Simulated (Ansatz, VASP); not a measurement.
One calculation of KCl, two programs

```
CELL_PARAMETERS angstrom
3.78731 0.00000 0.00000
0.00000 3.78731 0.00000
0.00000 0.00000 3.78731
ATOMIC_POSITIONS crystal
K 0.00000 0.00000 0.00000
Cl 0.50000 0.50000 0.50000
```

Alike in both runs: task single point; functional r2SCAN; k mesh 7 × 7 × 7; occupations fermi-dirac, width 0.05 eV; no spin polarisation.

|  | VASP | Ansatz |
| --- | --- | --- |
| version | VASP 6.6.1 | Ansatz 0.2.0 |
| potentials or method | VASP PAW PBE potentials, release 64 (K_sv, Cl) | Ansatz PAW |
| plane-wave cutoff (eV) | 550 | 500 |
| valence electrons in the cell | 16 | 16 |

```csv
,VASP,Ansatz,Ansatz less VASP
gap on the k mesh at the Fermi level (eV),5.77,5.76,-0.006
least direct gap on the mesh (eV),5.96,5.95,-0.007
pressure (GPa),-0.3,-0.3,+0.02
```

VASP's potentials were made for PBE, not for r2SCAN.

Noted on Ansatz's run: odd divisions of the mesh miss points on the zone boundary, where band edges often lie, so the gap on the mesh can be too wide.
